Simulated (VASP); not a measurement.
# O2 in VASP: notebook

Runs on O2. Level: LDA. Tasks: single point, relaxation of the atoms.

Program: VASP 6.6.1. These are calculated values, not measurements. Logs are shortened: lines on timing, memory, paths and dates and some standing lists are left out, and cuts for length are marked.

**1. The cell of the first run**

The cell holds a molecule in a box, 2 atoms: a = 9.000 Å, b = 9.500 Å, c = 10.000 Å, α = 90.00°, β = 90.00°, γ = 90.00°.

**2. Single point, LDA, collinear spin, ferromagnetic start**

Contents of INCAR:

```
ALGO     = Normal         # electronic algorithm
EDIFF    = 1E-6           # SCF threshold, eV
ENCUT    = 520            # plane-wave cutoff, eV
ISIF     = 2              # what is computed and relaxed
ISMEAR   = -1             # smearing method
ISPIN    = 2              # spin polarisation
LASPH    = True           # aspherical terms in the spheres
LCHARG   = False          # write CHGCAR
LORBIT   = 11             # projections on sites
LREAL    = False          # projectors in reciprocal space
LWAVE    = False          # write WAVECAR
MAGMOM   = 1 1            # initial moments
NBANDS   = 17             # bands
NELM     = 150            # most SCF steps
PREC     = Accurate       # precision mode
SIGMA    = 0.02           # smearing width, eV
```

Contents of KPOINTS:

```
k-points
0
Gamma
  1 1 1
```

Contents of POSCAR:

```
O
1.0
    9.0000000000      0.0000000000      0.0000000000
    0.0000000000      9.5000000000      0.0000000000
    0.0000000000      0.0000000000     10.0000000000
O
2
Direct
    0.5000000000      0.5000000000      0.4400081589
    0.5000000000      0.5000000000      0.5599918411
```

Potentials or basis: VASP PAW LDA potentials, release 64 (O).

The run is started by

```bash
$ cat potpaw_LDA.64/O/POTCAR > POTCAR
$ mpirun -np 1 vasp_gam > vasp.out
```

OUTCAR:

```text
EDIFF = 1E-6
   ENCUT = 520
   ISIF = 2
   ISMEAR = -1
   ISPIN = 2
   LASPH = True
   LORBIT = 11
   LREAL = False
   NELM = 150
   PREC = Accurate

 ion  position               nearest neighbor table
   1  0.500  0.500  0.440-   2 1.20
   2  0.500  0.500  0.560-   1 1.20

  LATTYP: Found a simple orthorhombic cell.
 ALAT       =     9.0000000000
 B/A-ratio  =     1.0555555556
 C/A-ratio  =     1.1111111111

  Lattice vectors:

 A1 = (   9.0000000000,   0.0000000000,   0.0000000000)
 A2 = (   0.0000000000,   9.5000000000,   0.0000000000)
 A3 = (   0.0000000000,   0.0000000000,  10.0000000000)

Analysis of symmetry for initial positions (statically):
=====================================================================
 Subroutine PRICEL returns:
 Original cell was already a primitive cell.

 Routine SETGRP: Setting up the symmetry group for a
 simple orthorhombic supercell.

 Subroutine GETGRP returns: Found  8 space group operations
 (whereof  8 operations were pure point group operations)
 out of a pool of  8 trial point group operations.

The static configuration has the point symmetry D_2h.

Analysis of symmetry for dynamics (positions and initial velocities):
=====================================================================
 Subroutine PRICEL returns:
 Original cell was already a primitive cell.

 Routine SETGRP: Setting up the symmetry group for a
 simple orthorhombic supercell.

 Subroutine GETGRP returns: Found  8 space group operations
 (whereof  8 operations were pure point group operations)
 out of a pool of  8 trial point group operations.

The dynamic configuration has the point symmetry D_2h.

Analysis of structural, dynamic, and magnetic symmetry:
=====================================================================
 Subroutine PRICEL returns:
 Original cell was already a primitive cell.

 Routine SETGRP: Setting up the symmetry group for a
 simple orthorhombic supercell.

 Subroutine GETGRP returns: Found  8 space group operations
 (whereof  8 operations were pure point group operations)
 out of a pool of  8 trial point group operations.

The overall configuration has the point symmetry D_2h.

 Subroutine INISYM returns: Found  8 space group operations
 (whereof  8 operations are pure point group operations),
 and found     1 'primitive' translations

----------------------------------------------------------------------------------------
[... 89 lines left out ...]
     AMIX_MAG =   1.60;   BMIX_MAG =  1.00
  volume/ion in A,a.u.               =     427.50      2884.91
  Fermi-wavevector in a.u.,A,eV,Ry     =   0.394893  0.746240  2.121703  0.155941
  Thomas-Fermi vector in A             =   1.339966
   LORBIT       =     11    0 simple, 1 ext, 2 COOP (PROOUT), +10 PAW based schemes
   GGA     = CA    functional components
   LHFCALC =     F    Hartree Fock is set to
   AEXX    =    0.0000 exact exchange contribution
   IVDW    =     0    specifies the selected vdW correction
   LEPSILON=     F    determine dielectric tensor
   LRPA    =     F    only Hartree local field effects (RPA)
 spin polarized calculation
  energy-cutoff  :      520.00
  volume of cell :      855.00
 maximum number of plane-waves:     11510
 NGX is ok and might be reduce to    70
   NGX = 33   NGY = 35   NGZ = 37

 number of electron      12.0000002 magnetization       2.0000000

 Free energy of the ion-electron system (eV)
  ---------------------------------------------------
  ext. energy  EPLUGINS =         0.00000000
  ---------------------------------------------------
  free energy    TOTEN  =       -10.45773286 eV

  energy without entropy =      -10.45773286  energy(sigma->0) =      -10.45773286

 E-fermi :  -6.0923     XC(G=0):  -0.6128

 val. band max:       -6.6779127886   @ k =   0.0000   0.0000   0.0000
 cond. band min:      -4.7128341709   @ k =   0.0000   0.0000   0.0000
 fundamental gap:      1.9650786177
 Fermi energy:        -6.0922622115

 spin component 1

 k-point     1 :       0.0000    0.0000    0.0000
  band No.  band energies     occupation
      1     -33.1501      1.00000
      2     -20.0289      1.00000
      3     -13.6462      1.00000
      4     -13.6462      1.00000
      5     -13.6301      1.00000
      6      -6.6779      1.00000
[... 9 lines left out ...]
     16       2.8964      0.00000
     17       2.9095      0.00000
 Fermi energy:        -6.0922622115

 spin component 2

 k-point     1 :       0.0000    0.0000    0.0000
  band No.  band energies     occupation
      1     -31.9327      1.00000
      2     -18.4092      1.00000
      3     -12.5340      1.00000
      4     -12.0006      1.00000
      5     -12.0006      1.00000
      6      -4.7128      0.00000
[... 9 lines left out ...]
     16       2.9484      0.00000
     17       2.9536      0.00000

------------------------ aborting loop because EDIFF is reached ----------------------------------------

  FORCE on cell =-STRESS in cart. coord.  units (eV):
  Direction    XX          YY          ZZ          XY          YZ          ZX
  --------------------------------------------------------------------------------------
  -------------------------------------------------------------------------------------
  Total       -0.0684508     -0.0683594      2.0580570      0.0000000      0.0000000      0.0000000
  in kB       -0.1282695     -0.1280981      3.8565757      0.0000000      0.0000000      0.0000000
  external PRESSURE =       1.2000694 kB  Pullay stress =       0.0000000 kB

 VOLUME and BASIS-vectors are now :
 -----------------------------------------------------------------------------
  energy-cutoff  :      520.00
  volume of cell :      855.00
      direct lattice vectors                 reciprocal lattice vectors
     9.000000000  0.000000000  0.000000000     0.111111111  0.000000000  0.000000000
     0.000000000  9.500000000  0.000000000     0.000000000  0.105263158  0.000000000
     0.000000000  0.000000000 10.000000000     0.000000000  0.000000000  0.100000000

 POSITION                                       TOTAL-FORCE (eV/Angst)
 -----------------------------------------------------------------------------------
      4.50000      4.75000      4.40008         0.000000      0.000000     -1.783709
      4.50000      4.75000      5.59992         0.000000      0.000000      1.783709
 -----------------------------------------------------------------------------------
    total drift:                                0.000000      0.000000      0.000000

  FREE ENERGIE OF THE ION-ELECTRON SYSTEM (eV)
  ---------------------------------------------------
  free  energy   TOTEN  =       -10.4577328553 eV

  energy  without entropy=      -10.4577328553  energy(sigma->0) =      -10.45773286

 total charge

# of ion       s       p       d       tot
------------------------------------------
    1        1.602   3.321   0.000   4.924
    2        1.602   3.321   0.000   4.924
--------------------------------------------------
tot          3.205   6.643   0.000   9.848

 magnetization (x)

# of ion       s       p       d       tot
------------------------------------------
    1        0.008   0.795   0.000   0.803
    2        0.008   0.795   0.000   0.803
--------------------------------------------------
tot          0.016   1.590   0.000   1.606
```

stdout:

```text
POSCAR found type information on POSCAR O
 POSCAR found :  1 types and       2 ions
 scaLAPACK will be used
 LDA part: xc-table for (Slater(with rela. corr.)+CA(PZ))
 , standard interpolation
 POSCAR, INCAR and KPOINTS ok, starting setup
 FFT: planning ... GRIDC
 FFT: planning ... GRID_SOFT
 FFT: planning ... GRID
 WAVECAR not read
 entering main loop
```

It took 93 s on 1 thread of Intel Xeon 8259CL, shared host; peak memory 0.64 GiB.

Results:

- Free energy: -10.4577 eV
- Largest force: 1.784 eV/Å
- Gap between the frontier levels: 1.97 eV
- Net moment: 2.00 μB per cell
- Site moments: O +0.80 μB
- Valence electrons inside the program's atomic spheres: O 4.92

Forces on the atoms (eV/Å):
```
O    0.000  0.000 -1.784
O    0.000  0.000  1.784
```

Caveat: the standard files for N, O and F lose accuracy on very short bonds.

**3. Relaxation of the atoms, LDA, collinear spin, ferromagnetic start**

Contents of INCAR:

```
SYSTEM = O
PREC     = Accurate       ! precision mode
ENCUT    = 520            ! plane-wave cutoff, eV
EDIFF    = 1E-6           ! SCF threshold, eV
ISMEAR   = -1             ! smearing method
SIGMA    = 0.02           ! smearing width, eV
LREAL    = .FALSE.        ! projectors in reciprocal space
LASPH    = .TRUE.         ! aspherical terms in the spheres
NELM     = 150            ! most SCF steps
ALGO     = Normal         ! electronic algorithm
ISIF     = 2              ! what is computed and relaxed
LWAVE    = .FALSE.        ! write WAVECAR
LCHARG   = .FALSE.        ! write CHGCAR
ISPIN    = 2              ! spin polarisation
MAGMOM   = 1 1            ! initial moments
LORBIT   = 11             ! projections on sites
GGA      = CA             ! functional
IBRION   = 2              ! ionic algorithm
NSW      = 80             ! ionic steps
EDIFFG   = -0.02          ! ionic threshold
```

Contents of KPOINTS:

```
regular mesh
0
G
  1 1 1
  0 0 0
```

Contents of POSCAR:

```
O
1.0
    9.0000000000      0.0000000000      0.0000000000
    0.0000000000      9.5000000000      0.0000000000
    0.0000000000      0.0000000000     10.0000000000
O
2
Direct
    0.5000000000      0.5000000000      0.4385000000
    0.5000000000      0.5000000000      0.5615000000
```

Potentials or basis: VASP PAW LDA potentials, release 64 (O).

The run is started by

```bash
$ cat potpaw_LDA.64/O/POTCAR > POTCAR
$ mpirun -np 1 vasp_gam > vasp.out
```

OUTCAR:

```text
SYSTEM = O
   PREC = Accurate
   ENCUT = 520
   EDIFF = 1E-6
   ISMEAR = -1
   LREAL = .FALSE.
   LASPH = .TRUE.
   NELM = 150
   ISIF = 2
   ISPIN = 2
   LORBIT = 11
   GGA = CA
   IBRION = 2
   NSW = 80
   EDIFFG = -0.02

 ion  position               nearest neighbor table
   1  0.500  0.500  0.438-   2 1.23
   2  0.500  0.500  0.562-   1 1.23

  LATTYP: Found a simple orthorhombic cell.
 ALAT       =     9.0000000000
 B/A-ratio  =     1.0555555556
 C/A-ratio  =     1.1111111111

  Lattice vectors:

 A1 = (   9.0000000000,   0.0000000000,   0.0000000000)
 A2 = (   0.0000000000,   9.5000000000,   0.0000000000)
 A3 = (   0.0000000000,   0.0000000000,  10.0000000000)

Analysis of symmetry for initial positions (statically):
=====================================================================
 Subroutine PRICEL returns:
 Original cell was already a primitive cell.

 Routine SETGRP: Setting up the symmetry group for a
 simple orthorhombic supercell.

 Subroutine GETGRP returns: Found  8 space group operations
 (whereof  8 operations were pure point group operations)
 out of a pool of  8 trial point group operations.

The static configuration has the point symmetry D_2h.

Analysis of symmetry for dynamics (positions and initial velocities):
=====================================================================
 Subroutine PRICEL returns:
 Original cell was already a primitive cell.

 Routine SETGRP: Setting up the symmetry group for a
 simple orthorhombic supercell.

 Subroutine GETGRP returns: Found  8 space group operations
 (whereof  8 operations were pure point group operations)
 out of a pool of  8 trial point group operations.

The dynamic configuration has the point symmetry D_2h.

Analysis of structural, dynamic, and magnetic symmetry:
=====================================================================
 Subroutine PRICEL returns:
 Original cell was already a primitive cell.

 Routine SETGRP: Setting up the symmetry group for a
 simple orthorhombic supercell.

 Subroutine GETGRP returns: Found  8 space group operations
 (whereof  8 operations were pure point group operations)
 out of a pool of  8 trial point group operations.

The overall configuration has the point symmetry D_2h.

 Subroutine INISYM returns: Found  8 space group operations
 (whereof  8 operations are pure point group operations),
 and found     1 'primitive' translations

----------------------------------------------------------------------------------------

                                     Primitive cell

  volume of cell :     855.0000

  direct lattice vectors                    reciprocal lattice vectors
     9.000000000  0.000000000  0.000000000     0.111111111  0.000000000  0.000000000
     0.000000000  9.500000000  0.000000000     0.000000000  0.105263158  0.000000000
     0.000000000  0.000000000 10.000000000     0.000000000  0.000000000  0.100000000

  length of vectors
[... 41 lines left out ...]
   number of dos      NEDOS =    301   number of ions     NIONS =      2
   total plane-waves  NPLWV = 403200
   dimension x,y,z NGX =    70 NGY =   72 NGZ =   80
   dimension x,y,z NGXF=   140 NGYF=  144 NGZF=  160
   ions per type =               2
   NGX,Y,Z   is equivalent  to a cutoff of  12.93, 12.60, 13.30 a.u.
   NGXF,Y,Z  is equivalent  to a cutoff of  25.86, 25.20, 26.60 a.u.
 SYSTEM =  O
   PREC   = accura    normal or accurate (medium, high low for compatibility)
   ISTART =      0    job   : 0-new  1-cont  2-samecut
   ICHARG =      2    charge: 1-file 2-atom 10-const
   ISPIN  =      2    spin polarized calculation?
   LNONCOLLINEAR =      F non collinear calculations
   LSORBIT =      F    spin-orbit coupling
   LASPH  =      T    aspherical Exc in radial PAW
   ENCUT  =  520.0 eV  38.22 Ry    6.18 a.u.  16.73 17.66 18.59*2*pi/ulx,y,z
   NELM   =    150;   NELMIN=  2; NELMDL= -5     # of ELM steps
   EDIFF  = 0.1E-05   stopping-criterion for ELM
   LREAL  =      F    real-space projection
   EDIFFG = -.2E-01   stopping-criterion for IOM
   NSW    =     80    number of steps for IOM
   IBRION =      2    ionic relax: 0-MD 1-quasi-New 2-CG
   NFREE  =      1    steps in history (QN), initial steepest desc. (CG)
   ISIF   =      2    stress and relaxation
   ISYM   =      2    0-nonsym 1-usesym 2-fastsym
   POTIM  = 0.5000    time-step for ionic-motion
   TEBEG  =    0.0;   TEEND  =   0.0 temperature during run
   PSTRESS=    0.0 pullay stress
   NELECT =      12.0000    total number of electrons
   NUPDOWN=      -1.0000    fix difference up-down
   EMIN   =  10.00;   EMAX   =-10.00  energy-range for DOS
   EFERMI =   0.00;   METHOD = LEGACY
   ISMEAR =    -1;   SIGMA  =   0.02  broadening in eV -4-tet -1-fermi 0-gaus
   EFERMI_NEDOS =   21; number of points for ismear=-14 and -15
   IALGO  =     38    algorithm
   IMIX   =      4    mixing-type and parameters
     AMIX     =   0.40;   BMIX     =  1.00
     AMIX_MAG =   1.60;   BMIX_MAG =  1.00
  volume/ion in A,a.u.               =     427.50      2884.91
  Fermi-wavevector in a.u.,A,eV,Ry     =   0.394893  0.746240  2.121703  0.155941
  Thomas-Fermi vector in A             =   1.339966
   LORBIT       =     11    0 simple, 1 ext, 2 COOP (PROOUT), +10 PAW based schemes
   GGA     = CA    functional components
   LHFCALC =     F    Hartree Fock is set to
   AEXX    =    0.0000 exact exchange contribution
   IVDW    =     0    specifies the selected vdW correction
   LEPSILON=     F    determine dielectric tensor
   LRPA    =     F    only Hartree local field effects (RPA)
 conjugate gradient relaxation of ions
 spin polarized calculation
  energy-cutoff  :      520.00
  volume of cell :      855.00
 maximum number of plane-waves:     11510
 NGX is ok and might be reduce to    70
   NGX = 33   NGY = 35   NGZ = 37

--------------------------------------- Ionic step        1  -------------------------------------------

 number of electron      12.0000001 magnetization       2.0000001

 Free energy of the ion-electron system (eV)
  ---------------------------------------------------
  ext. energy  EPLUGINS =         0.00000000
  ---------------------------------------------------
  free energy    TOTEN  =       -10.47304070 eV

  energy without entropy =      -10.47304070  energy(sigma->0) =      -10.47304070

------------------------ aborting loop because EDIFF is reached ----------------------------------------

  FORCE on cell =-STRESS in cart. coord.  units (eV):
  Direction    XX          YY          ZZ          XY          YZ          ZX
  --------------------------------------------------------------------------------------
  -------------------------------------------------------------------------------------
  Total       -0.0645245     -0.0644819     -0.9053443      0.0000000      0.0000000      0.0000000
  in kB       -0.1209120     -0.1208321     -1.6965171      0.0000000      0.0000000      0.0000000
  external PRESSURE =      -0.6460871 kB  Pullay stress =       0.0000000 kB
[... 59 lines left out ...]
--------------------------------------- Ionic step        3  -------------------------------------------

 number of electron      12.0000002 magnetization       2.0000001

 Free energy of the ion-electron system (eV)
  ---------------------------------------------------
  ext. energy  EPLUGINS =         0.00000000
  ---------------------------------------------------
  free energy    TOTEN  =       -10.47611602 eV

  energy without entropy =      -10.47611602  energy(sigma->0) =      -10.47611602

 E-fermi :  -6.2762     XC(G=0):  -0.6388

 val. band max:       -6.8472104879   @ k =   0.0000   0.0000   0.0000
 cond. band min:      -4.8819022567   @ k =   0.0000   0.0000   0.0000
 fundamental gap:      1.9653082312
 Fermi energy:        -6.2761885850

 spin component 1

 k-point     1 :       0.0000    0.0000    0.0000
  band No.  band energies     occupation
      1     -32.6867      1.00000
      2     -20.2012      1.00000
      3     -13.5840      1.00000
      4     -13.4524      1.00000
      5     -13.4523      1.00000
      6      -6.8472      1.00000
      7      -6.8472      1.00000
      8      -0.2401      0.00000
      9       0.9513      0.00000
     10       1.2499      0.00000
     11       1.3353      0.00000
 Fermi energy:        -6.2761885850

 spin component 2

 k-point     1 :       0.0000    0.0000    0.0000
  band No.  band energies     occupation
      1     -31.4598      1.00000
      2     -18.5786      1.00000
      3     -12.4968      1.00000
      4     -11.8062      1.00000
      5     -11.8062      1.00000
      6      -4.8819      0.00000
      7      -4.8819      0.00000
      8      -0.1961      0.00000
      9       1.0967      0.00000
     10       1.2860      0.00000
     11       1.3863      0.00000
[... 27 lines left out ...]
  FREE ENERGIE OF THE ION-ELECTRON SYSTEM (eV)
  ---------------------------------------------------
  free  energy   TOTEN  =       -10.4761160156 eV

  energy  without entropy=      -10.4761160156  energy(sigma->0) =      -10.47611602

 reached required accuracy - stopping structural energy minimisation

 total charge

# of ion       s       p       d       tot
------------------------------------------
    1        1.602   3.289   0.000   4.890
    2        1.602   3.289   0.000   4.890
--------------------------------------------------
tot          3.203   6.578   0.000   9.781

 magnetization (x)

# of ion       s       p       d       tot
------------------------------------------
    1        0.008   0.799   0.000   0.806
    2        0.008   0.799   0.000   0.806
--------------------------------------------------
tot          0.016   1.597   0.000   1.613
```

It took 3 min on 1 thread of Intel Xeon 8259CL, shared host; peak memory 0.64 GiB.

Results:

```yaml
Free_energy: -10.4761 eV
Energy_gained_by_relaxing: 1.5 meV/atom
Ionic_steps: 3
Largest_force_after_relaxing: 0.009 eV/Å
Gap_between_the_frontier_levels: 1.97 eV
Net_moment: 2.00 μB per cell
Site_moments: O +0.81 μB
Valence_electrons_inside_the_program's_atomic_spheres: O 4.89
```

Forces on the atoms (eV/Å):
```
O    0.000  0.000 -0.009
O    0.000  0.000  0.009
```

The path:
```
step  energy change (eV)  largest force (eV/Å)  pressure (GPa)
   1              0.0000                0.6764           -0.06
   2              0.1392                5.4266            0.38
   3             -0.0031                0.0087           -0.01
```

Final structure:
```cif
data_structure
_symmetry_space_group_name_H-M 'P 1'
_symmetry_Int_Tables_number 1
_cell_length_a 9.0000
_cell_length_b 9.5000
_cell_length_c 10.0000
_cell_angle_alpha 90.000
_cell_angle_beta 90.000
_cell_angle_gamma 90.000
_cell_volume 855.00
loop_
_atom_site_label
_atom_site_type_symbol
_atom_site_fract_x
_atom_site_fract_y
_atom_site_fract_z
_atom_site_occupancy
O1 O 0.50000 0.50000 0.43896 1
O2 O 0.50000 0.50000 0.56104 1
```

Caveat: the standard files for N, O and F lose accuracy on very short bonds.
